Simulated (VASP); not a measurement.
# Si7RuO16 (a cell with a defect) in VASP: notebook

The runs below take Si7RuO16 (a cell with a defect) through single point, with PBE, r2SCAN.

Everything below comes from runs of VASP 6.6.1. Logs are shortened: lines on timing, memory, paths and dates and some standing lists are left out, and cuts for length are marked.

## (1) The cell of the first run

The cell holds a defect, 24 atoms: a = 8.726 Å, b = 8.726 Å, c = 7.186 Å, α = 65.69°, β = 65.69°, γ = 48.63°.

## (2) Single point, PBE

Contents of INCAR:

```
SYSTEM = Si7RuO16
PREC     = Accurate       ! precision mode
ENCUT    = 520            ! plane-wave cutoff, eV
EDIFF    = 1E-6           ! SCF threshold, eV
ISMEAR   = 0              ! smearing method
SIGMA    = 0.01           ! smearing width, eV
LREAL    = .FALSE.        ! projectors in reciprocal space
LASPH    = .TRUE.         ! aspherical terms in the spheres
NELM     = 120            ! most SCF steps
ALGO     = Normal         ! electronic algorithm
ISIF     = 2              ! what is computed and relaxed
LWAVE    = .FALSE.        ! write WAVECAR
LCHARG   = .FALSE.        ! write CHGCAR
GGA      = PE             ! functional
NBANDS   = 87             ! bands
GGA_COMPAT= .FALSE.
```

Contents of KPOINTS:

```
Automatic mesh
0
Gamma
  1 1 1
  0.25 0.25 0.25
```

Contents of POSCAR:

```
Si7RuO16
1.0
    0.0000000000      5.0813926894      7.0944098913
    5.0813926894      0.0000000000      7.0944098913
    5.0813926894      5.0813926894      0.0000000000
Si Ru O
7 1 16
Direct
    0.2602233443      0.2484334639      0.4497813558
    0.7482446402      0.7454309576      0.9496323049
    0.0567499483      0.6845955011      0.1462157479
    0.5863095420      0.1668555306      0.6192217842
    0.4101322126      0.8451445466      0.3575217665
    0.9438287880      0.3063617047      0.8780613139
   -0.0049393410      0.0026686208      0.3075158414
    0.4991758225      0.5120674693      0.7959610046
    0.1339962470      0.2110678888      0.6829253078
    0.5662904838      0.7528469304      0.1484810206
    0.4552320983      0.3358800048      0.7671675591
    0.9493318064      0.8641125043      0.2715817424
    0.4457175564      0.2423772060      0.4624003763
    0.9026800410      0.7527483405      1.0115068681
    0.2047610852      0.8550038790      0.4037593025
    0.7606725143      0.3006011434      0.8719840467
    0.0291696957      0.1502887847      0.0913674421
    0.5329826963      0.6884561704      0.5532461617
    0.3540679760      0.0704666772      0.3305858472
    0.8708368907      0.5357271151      0.8659637841
    0.2689158146      0.6634702281      0.9939922166
    0.7979416246      0.1467127175      0.4738767342
    0.1043553981      0.4714227654      0.3130339369
    0.6430270196      0.9413154512      0.7628173812
```

Potentials or basis: VASP PAW PBE potentials, release 64 (Si, Ru_pv, O).

Launch:

```console
$ cat potpaw_PBE.64/Si/POTCAR potpaw_PBE.64/Ru_pv/POTCAR potpaw_PBE.64/O/POTCAR > POTCAR
$ mpirun -np 1 vasp_std > vasp.out
```

OUTCAR:

```text
SYSTEM = Si7RuO16
   PREC = Accurate
   ENCUT = 520
   EDIFF = 1E-6
   ISMEAR = 0
   LREAL = .FALSE.
   LASPH = .TRUE.
   NELM = 120
   ISIF = 2
   GGA = PE

 ion  position               nearest neighbor table
   1  0.260  0.248  0.450-  23 1.62   9 1.62  13 1.62  19 1.63   4 3.09   5 3.11   6 3.13   3 3.13

   2  0.748  0.745  0.950-  24 1.62  10 1.62  20 1.63  14 1.63   5 3.10   4 3.14
   3  0.057  0.685  0.146-  23 1.62  14 1.62  12 1.63  21 1.64   7 3.08   1 3.13
   4  0.586  0.167  0.619-  24 1.63  22 1.63  13 1.63  11 1.64   7 3.02   1 3.09   2 3.14   8 3.25

   5  0.410  0.845  0.358-  10 1.62  19 1.62  15 1.63  18 1.65   7 3.04   2 3.10   1 3.11   8 3.24

   6  0.944  0.306  0.878-   9 1.62  20 1.62  17 1.62  16 1.65   7 3.10   1 3.13   8 3.23
   7  0.995  0.003  0.308-  17 1.62  22 1.63  12 1.63  15 1.64   4 3.02   5 3.04   3 3.08   6 3.10

   8  0.499  0.512  0.796-  18 1.86  21 1.87  16 1.88  11 1.91   6 3.23   5 3.24   4 3.25
   9  0.134  0.211  0.683-   6 1.62   1 1.62
  10  0.566  0.753  0.148-   5 1.62   2 1.62
  11  0.455  0.336  0.767-   4 1.64   8 1.91
  12  0.949  0.864  0.272-   7 1.63   3 1.63
  13  0.446  0.242  0.462-   1 1.62   4 1.63
  14  0.903  0.753  0.012-   3 1.62   2 1.63
[... 8 lines left out ...]
  23  0.104  0.471  0.313-   3 1.62   1 1.62
  24  0.643  0.941  0.763-   2 1.62   4 1.63

  LATTYP: Found a body centered tetragonal cell.
 ALAT       =     7.1861744571
 C/A-ratio  =     1.9744608021

  Lattice vectors:

 A1 = (  -5.0813926894,   0.0000000000,   7.0944098913)
 A2 = (   5.0813926894,   0.0000000000,   7.0944098913)
 A3 = (   0.0000000000,   5.0813926894,  -7.0944098913)

Analysis of symmetry for initial positions (statically):
=====================================================================
 Subroutine PRICEL returns:
 Original cell was already a primitive cell.

 Routine SETGRP: Setting up the symmetry group for a
 body centered tetragonal supercell.

 Subroutine GETGRP returns: Found  1 space group operations
 (whereof  1 operations were pure point group operations)
 out of a pool of 16 trial point group operations.

The static configuration has the point symmetry C_1 .

Analysis of symmetry for dynamics (positions and initial velocities):
=====================================================================
 Subroutine PRICEL returns:
 Original cell was already a primitive cell.

 Routine SETGRP: Setting up the symmetry group for a
 body centered tetragonal supercell.

 Subroutine GETGRP returns: Found  1 space group operations
 (whereof  1 operations were pure point group operations)
 out of a pool of 16 trial point group operations.

The dynamic configuration has the point symmetry C_1 .

 Subroutine INISYM returns: Found  1 space group operations
 (whereof  1 operations are pure point group operations),
 and found     1 'primitive' translations

----------------------------------------------------------------------------------------

                                     Primitive cell

  volume of cell :     366.3632

  direct lattice vectors                    reciprocal lattice vectors
     0.000000000  5.081392689  7.094409891    -0.098398221  0.098398221  0.070478025
     5.081392689  0.000000000  7.094409891     0.098398221 -0.098398221  0.070478025
     5.081392689  5.081392689  0.000000000     0.098398221  0.098398221 -0.070478025

  length of vectors
     8.726465686  8.726465686  7.186174457     0.155985806  0.155985806  0.155985806

  position of ions in fractional coordinates (direct lattice)
     0.260223344  0.248433464  0.449781356
     0.748244640  0.745430958  0.949632305
     0.056749948  0.684595501  0.146215748
     0.586309542  0.166855531  0.619221784
     0.410132213  0.845144547  0.357521766
     0.943828788  0.306361705  0.878061314
[... 16 lines left out ...]
     0.104355398  0.471422765  0.313033937
     0.643027020  0.941315451  0.762817381

  ion indices of the primitive-cell ions
   primitive index   ion index
                 1           1
                 2           2
                 3           3
                 4           4
                 5           5
                 6           6
[... 16 lines left out ...]
                23          23
                24          24

----------------------------------------------------------------------------------------

 KPOINTS: Automatic mesh

Automatic generation of k-mesh.
 Grid dimensions read from file:
 generate k-points for:    1    1    1

 Generating k-lattice:

  Cartesian coordinates                     Fractional coordinates (reciprocal lattice)
    -0.098398221  0.098398221  0.070478025     1.000000000  0.000000000  0.000000000
     0.098398221 -0.098398221  0.070478025     0.000000000  1.000000000  0.000000000
     0.098398221  0.098398221 -0.070478025    -0.000000000 -0.000000000  1.000000000

  Length of vectors
     0.155985806  0.155985806  0.155985806

  Shift w.r.t. Gamma in fractional coordinates (k-lattice)
     0.250000000  0.250000000  0.250000000

 Subroutine IBZKPT returns following result:
 ===========================================

 Found      4 irreducible k-points:

 Following reciprocal coordinates:
            Coordinates               Weight
  0.250000  0.250000  0.250000      2.000000
  0.250000  0.000000  0.000000      2.000000
  0.000000  0.000000 -0.250000      2.000000
  0.000000  0.250000  0.000000      2.000000
   k-points           NKPTS =      4   k-points in BZ     NKDIM =      4   number of bands    NBANDS=     87
   number of dos      NEDOS =    301   number of ions     NIONS =     24
   total plane-waves  NPLWV = 264600
   dimension x,y,z NGX =    70 NGY =   70 NGZ =   54
   dimension x,y,z NGXF=   140 NGYF=  140 NGZF=  108
   ions per type =               7   1  16
   NGX,Y,Z   is equivalent  to a cutoff of  13.34, 13.34, 12.49 a.u.
   NGXF,Y,Z  is equivalent  to a cutoff of  26.67, 26.67, 24.98 a.u.
 SYSTEM =  Si7RuO16
   PREC   = accura    normal or accurate (medium, high low for compatibility)
   ISTART =      0    job   : 0-new  1-cont  2-samecut
   ICHARG =      2    charge: 1-file 2-atom 10-const
   ISPIN  =      1    spin polarized calculation?
   LNONCOLLINEAR =      F non collinear calculations
   LSORBIT =      F    spin-orbit coupling
   LASPH  =      T    aspherical Exc in radial PAW
   ENCUT  =  520.0 eV  38.22 Ry    6.18 a.u.  16.23 16.23 13.36*2*pi/ulx,y,z
   NELM   =    120;   NELMIN=  2; NELMDL= -5     # of ELM steps
   EDIFF  = 0.1E-05   stopping-criterion for ELM
   LREAL  =      F    real-space projection
   EDIFFG = 0.1E-04   stopping-criterion for IOM
   NSW    =      0    number of steps for IOM
   IBRION =     -1    ionic relax: 0-MD 1-quasi-New 2-CG
   NFREE  =      0    steps in history (QN), initial steepest desc. (CG)
   ISIF   =      2    stress and relaxation
   ISYM   =      2    0-nonsym 1-usesym 2-fastsym
   POTIM  = 0.5000    time-step for ionic-motion
   TEBEG  =    0.0;   TEEND  =   0.0 temperature during run
   PSTRESS=    0.0 pullay stress
   NELECT =     138.0000    total number of electrons
   NUPDOWN=      -1.0000    fix difference up-down
   EMIN   =  10.00;   EMAX   =-10.00  energy-range for DOS
   EFERMI =   0.00;   METHOD = LEGACY
   ISMEAR =     0;   SIGMA  =   0.01  broadening in eV -4-tet -1-fermi 0-gaus
   EFERMI_NEDOS =   21; number of points for ismear=-14 and -15
   IALGO  =     38    algorithm
   IMIX   =      4    mixing-type and parameters
     AMIX     =   0.40;   BMIX     =  1.00
     AMIX_MAG =   1.60;   BMIX_MAG =  1.00
  volume/ion in A,a.u.               =      15.27       103.01
  Fermi-wavevector in a.u.,A,eV,Ry     =   1.182308  2.234238 19.018931  1.397852
  Thomas-Fermi vector in A             =   2.318565
   LORBIT       =      0    0 simple, 1 ext, 2 COOP (PROOUT), +10 PAW based schemes
   GGA     = PE    functional components
   LHFCALC =     F    Hartree Fock is set to
   AEXX    =    0.0000 exact exchange contribution
   IVDW    =     0    specifies the selected vdW correction
   LEPSILON=     F    determine dielectric tensor
   LRPA    =     F    only Hartree local field effects (RPA)
 non-spin polarized calculation
 Gauss-broadening in eV      SIGMA  =   0.01
  energy-cutoff  :      520.00
  volume of cell :      366.36
 maximum number of plane-waves:      9873
 NGX is ok and might be reduce to    70
   NGX = 33   NGY = 33   NGZ = 27

 number of electron     137.9999999 magnetization

 Free energy of the ion-electron system (eV)
  ---------------------------------------------------
  ext. energy  EPLUGINS =         0.00000000
  ---------------------------------------------------
  free energy    TOTEN  =      -185.14915636 eV

  energy without entropy =     -185.14915636  energy(sigma->0) =     -185.14915636

 E-fermi :   2.1480     XC(G=0):  -8.3092

 val. band max:        2.0726625161   @ k =   0.0000   0.2500   0.0000
 cond. band min:       3.0052525026   @ k =   0.2500   0.0000   0.0000
 fundamental gap:      0.9325899866
 Fermi energy:         2.1480027121

 k-point     1 :       0.2500    0.2500    0.2500
  band No.  band energies     occupation
      1     -42.0259      2.00000
      2     -41.9026      2.00000
      3     -41.4794      2.00000
      4     -19.3137      2.00000
      5     -18.8564      2.00000
      6     -18.7611      2.00000
[... 73 lines left out ...]
     80       9.1494      0.00000
     81       9.2444      0.00000

 k-point     2 :       0.2500    0.0000    0.0000
  band No.  band energies     occupation
      1     -42.0259      2.00000
      2     -41.9026      2.00000
      3     -41.4794      2.00000
      4     -19.3127      2.00000
      5     -18.8431      2.00000
      6     -18.7599      2.00000
[... 73 lines left out ...]
     80       9.1601      0.00000
     81       9.2275      0.00000

 k-point     3 :       0.0000    0.0000   -0.2500
  band No.  band energies     occupation
      1     -42.0259      2.00000
      2     -41.9026      2.00000
      3     -41.4794      2.00000
      4     -19.3149      2.00000
      5     -18.8308      2.00000
      6     -18.7586      2.00000
[... 73 lines left out ...]
     80       9.1361      0.00000
     81       9.2841      0.00000

 k-point     4 :       0.0000    0.2500    0.0000
  band No.  band energies     occupation
      1     -42.0259      2.00000
      2     -41.9026      2.00000
      3     -41.4794      2.00000
      4     -19.3137      2.00000
      5     -18.8399      2.00000
      6     -18.7691      2.00000
[... 73 lines left out ...]
     80       9.1320      0.00000
     81       9.1989      0.00000
 [bands above 81 left out]

------------------------ aborting loop because EDIFF is reached ----------------------------------------

  FORCE on cell =-STRESS in cart. coord.  units (eV):
  Direction    XX          YY          ZZ          XY          YZ          ZX
  --------------------------------------------------------------------------------------
  -------------------------------------------------------------------------------------
  Total        0.9273835      1.6338319      1.4359616     -1.1077249     -1.8089730     -1.9978676
  in kB        4.0556284      7.1450648      6.2797395     -4.8442965     -7.9109907     -8.7370637
  external PRESSURE =       5.8268109 kB  Pullay stress =       0.0000000 kB

 VOLUME and BASIS-vectors are now :
 -----------------------------------------------------------------------------
  energy-cutoff  :      520.00
  volume of cell :      366.36
      direct lattice vectors                 reciprocal lattice vectors
     0.000000000  5.081392689  7.094409891    -0.098398221  0.098398221  0.070478025
     5.081392689  0.000000000  7.094409891     0.098398221 -0.098398221  0.070478025
     5.081392689  5.081392689  0.000000000     0.098398221  0.098398221 -0.070478025

 POSITION                                       TOTAL-FORCE (eV/Angst)
 -----------------------------------------------------------------------------------
      3.54790      3.60781      3.60862        -0.008910     -0.025561      0.005192
      8.61328      8.62758     10.59675        -0.030174     -0.000706     -0.001087
      4.22168      1.03135      5.25941        -0.005189     -0.019155     -0.010920
      3.99437      6.12578      5.34326         0.006095     -0.010933     -0.013361
      6.11122      3.90075      8.90545        -0.028024      0.005121      0.000542
      6.01852      9.25774      8.86936        -0.012893      0.020285      0.031784
[... 16 lines left out ...]
      3.98613      2.12092      4.08481         0.000791      0.028513     -0.007439
      8.65937      7.14365     11.23997         0.012710     -0.010584      0.009426
 -----------------------------------------------------------------------------------
    total drift:                                0.000532     -0.000065     -0.000206

  FREE ENERGIE OF THE ION-ELECTRON SYSTEM (eV)
  ---------------------------------------------------
  free  energy   TOTEN  =      -185.1491563646 eV

  energy  without entropy=     -185.1491563646  energy(sigma->0) =     -185.14915636
```

Wall time 3.6 min (1 thread of Intel Xeon Platinum 8488C (Sapphire Rapids), shared host); peak memory 0.62 GiB.

What came out:

- Free energy: -185.1492 eV
- Pressure: 0.6 GPa
- Largest force: 0.040 eV/Å
- Band gap on the k mesh: 0.93 eV

Forces in eV/Å, atoms in the order of the input:
```
Si  -0.009 -0.026  0.005
Si  -0.030 -0.001 -0.001
Si  -0.005 -0.019 -0.011
Si   0.006 -0.011 -0.013
Si  -0.028  0.005  0.001
Si  -0.013  0.020  0.032
Si   0.003  0.012  0.000
Ru   0.025 -0.026  0.000
O    0.004 -0.004  0.004
O    0.013  0.012  0.019
O    0.002 -0.017 -0.014
O   -0.003 -0.003  0.028
O   -0.008  0.002 -0.018
O   -0.004  0.006 -0.010
O    0.002 -0.003 -0.007
O    0.003  0.023 -0.002
O    0.003  0.007 -0.002
O   -0.007  0.006  0.011
O    0.022  0.006  0.000
O    0.000 -0.002 -0.003
O    0.027  0.002 -0.016
O   -0.014 -0.008 -0.004
O    0.001  0.029 -0.007
O    0.013 -0.011  0.009
```

Levels at points of the mesh, in eV from the valence-band top:
| k point | band 66 | band 67 | band 68 | band 69 | band 70 | band 71 | band 72 | band 73 |
| --- | --- | --- | --- | --- | --- | --- | --- | --- |
| (0.25, 0.25, 0.25) | -2.55 | -2.38 | -0.19 | -0.01 | 0.95 | 1.10 | 1.57 | 3.66 |

(Continued in part 2 of 2.)
